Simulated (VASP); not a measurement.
Set up this calculation in VASP 6.6.1, as the native input.

```yaml
Task: single point
Functional: PBEsol
Potentials_or_basis: VASP PAW PBE potentials, release 64 (Ta_pv, Si)
Cutoff: 520 eV
k_mesh: 9 × 9 × 6
Occupations: gaussian, width 0.15 eV
Spin: no spin polarisation
Dipole_correction: no
Further_INCAR_settings: ALGO = Normal; EDIFF = 1e-06; NBANDS = 38
```

The structure of TaSi2 lies in POSCAR:

```
TaSi2
1.0
    4.7613605622      0.0000000000      0.0000000000
   -2.3806802811      4.1234592035      0.0000000000
    0.0000000000      0.0000000000      6.5581204410
Ta Si
3 6
Direct
    0.2752743179      0.0000000000     -0.0326313007
    0.5000000000      0.5000000000      0.6666666667
    0.0000000000      0.5000000000      0.3333333333
    0.1592624125      0.3185248251      0.0000000000
    0.8407375875      0.1592624125      0.6666666667
    0.6814751749      0.8407375875      0.3333333333
    0.8407375875      0.6814751749      0.0000000000
    0.1592624125      0.8407375875      0.6666666667
    0.3185248251      0.1592624125      0.3333333333
```

This cell differs from its parent crystal: atom 1 (Ta) moved by -1.070 Å along [1 0 0] and -0.214 Å along [0 0 1].

One way to write it, as run:

INCAR

```
SYSTEM = TaSi2
ALGO = Normal
EDIFF = 1E-6
ENCUT = 520
GGA = PS
ISIF = 2
ISMEAR = 0
LASPH = .TRUE.
LCHARG = .TRUE.
LELF = .TRUE.
LREAL = .FALSE.
LVHAR = .TRUE.
LWAVE = .FALSE.
NBANDS = 38
NELM = 100
PREC = Accurate
SIGMA = 0.15
```

KPOINTS

```
k-points
0
G
  9 9 6
  0 0 0
```

Potentials or basis: VASP PAW PBE potentials, release 64 (Ta_pv, Si).

The run is started by

```bash
$ cat potpaw_PBE.64/Ta_pv/POTCAR potpaw_PBE.64/Si/POTCAR > POTCAR
$ mpirun -np 1 vasp_std > vasp.out
```

It gave:

```json
{
 "Pressure": "39.4 GPa",
 "Largest force": "31.630 eV/Å",
 "Band gap on the k mesh": "zero (an odd number of electrons rules out a gap without spin polarisation)"
}
```

Caveat: the cell differs from its parent crystal (atom 1 (Ta) moved by -1.070 Å along [1 0 0] and -0.214 Å along [0 0 1]); the stress differs along the axes, from 30 to 45 GPa; the PAW data sets were made with another functional, which shifts forces and pressure a little; spin-orbit coupling is left out, which moves the levels of the heavy elements.

It took 8.2 min on 1 thread of Intel(R) Xeon(R) 6975P-C (Granite Rapids) (shared host), peak memory 0.91 GiB.
